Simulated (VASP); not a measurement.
Input of a VASP 6.6.1 run:

The input INCAR:

```
SYSTEM = Be2Se
PREC = Accurate
ENCUT = 520
EDIFF = 1E-7
ISMEAR = 0
SIGMA = 0.1
LREAL = .FALSE.
LASPH = .TRUE.
NELM = 100
ALGO = Normal
ISIF = 2
LWAVE = .FALSE.
LCHARG = .TRUE.
GGA = PE
LELF = .TRUE.
LVHAR = .TRUE.
NBANDS = 12
```

File KPOINTS:

```
regular mesh
0
G
  12 12 18
  0 0 0
```

POSCAR

```
Be2Se
1.0
    3.6615232246     -0.0000000024      0.0000000000
   -1.8307616102      3.1709721303      0.0000000000
    0.0000000000      0.0000000000      3.4382843979
Be Se
2 1
Direct
    0.6666666667      0.3333333333      0.5000000000
    0.3333333333      0.6666666667      0.5000000000
    0.0000000000      0.0000000000      0.0000000000
```

Potentials or basis: VASP PAW PBE potentials, release 64 (Be, Se).

Run with:

```console
$ cat potpaw_PBE.64/Be/POTCAR potpaw_PBE.64/Se/POTCAR > POTCAR
$ mpirun -np 1 vasp_std > vasp.out
```

Task: Estimate the band gap on the k mesh.

Result: Zero (bands 5 and 6 overlap by 4.59 eV).

Task: Predict the pressure.

Result: 0.1 GPa.
